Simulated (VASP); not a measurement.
Re: electric field gradients with PBE

Re:

```
Re
1.0
     2.62893    0.00000    0.00000
    -1.31447    2.27672    0.00000
     0.00000    0.00000    4.16200
Re
2
Direct
  0.33333 0.66667 0.25000
  0.66667 0.33333 0.75000
```

This cell differs from its parent crystal: equal xx and yy strain of +1 %.

```yaml
Program: VASP 6.6.1
Task: electric field gradients
Functional: PBE
Potentials_or_basis: VASP PAW PBE potentials, release 64 (Re)
Cutoff: 520 eV
k_mesh: 14 × 14 × 8
Occupations: fermi-dirac, width 0.05 eV
Spin: no spin polarisation
Dipole_correction: no
Further_INCAR_settings: ALGO = Normal; EDIFF = 1e-08; NBANDS = 14
```

```yaml
Pressure: 101.0 GPa
Band_gap_on_the_k_mesh: zero (bands 7 and 8 overlap by 4.21 eV)
Largest_electric_field_gradient_by_atom: Re -128.8 V/Å²
```

Stress tensor (GPa, compression positive):
```
 95.62   0.00   0.00
  0.00  95.62   0.00
  0.00   0.00 111.62
```

Levels at points of the mesh, in eV from the Fermi level:
| k point | band 3 | band 4 | band 5 | band 6 | band 7 | band 8 | band 9 | band 10 | band 11 | band 12 |
| --- | --- | --- | --- | --- | --- | --- | --- | --- | --- | --- |
| (0.00, 0.00, 0.00) | -2.12 | -2.12 | -1.75 | -0.95 | -0.95 | -0.03 | -0.03 | 1.43 | 4.18 | 4.18 |
| (0.50, 0.00, 0.00) | -6.51 | -2.72 | -1.75 | -1.38 | -0.48 | 4.88 | 5.67 | 5.81 | 7.71 | 8.79 |
| (0.00, 0.00, 0.50) | -2.70 | -2.70 | -2.33 | -2.33 | -2.33 | -2.33 | 3.27 | 3.27 | 3.27 | 3.27 |
| (0.50, 0.00, 0.50) | -5.07 | -5.07 | 0.34 | 0.34 | 1.42 | 1.42 | 5.34 | 5.34 | 6.08 | 6.08 |

Electric field gradients, principal values (V/Å²):
| atom | least | middle | greatest (by size) |
| --- | --- | --- | --- |
| 1 Re | 64.400 | 64.401 | -128.801 |
| 2 Re | 64.400 | 64.401 | -128.801 |

It took 59 s on 1 thread of AMD EPYC 7571, on a shared host, peak memory 0.13 GiB.

Caveat: the cell differs from its parent crystal (equal xx and yy strain of +1 %); the cell stands under pressure; without QUAD_EFG the Cq values of the log hold for a quadrupole moment of 1 mb, not for the nuclei; spin-orbit coupling is left out, which moves the levels of the heavy elements.
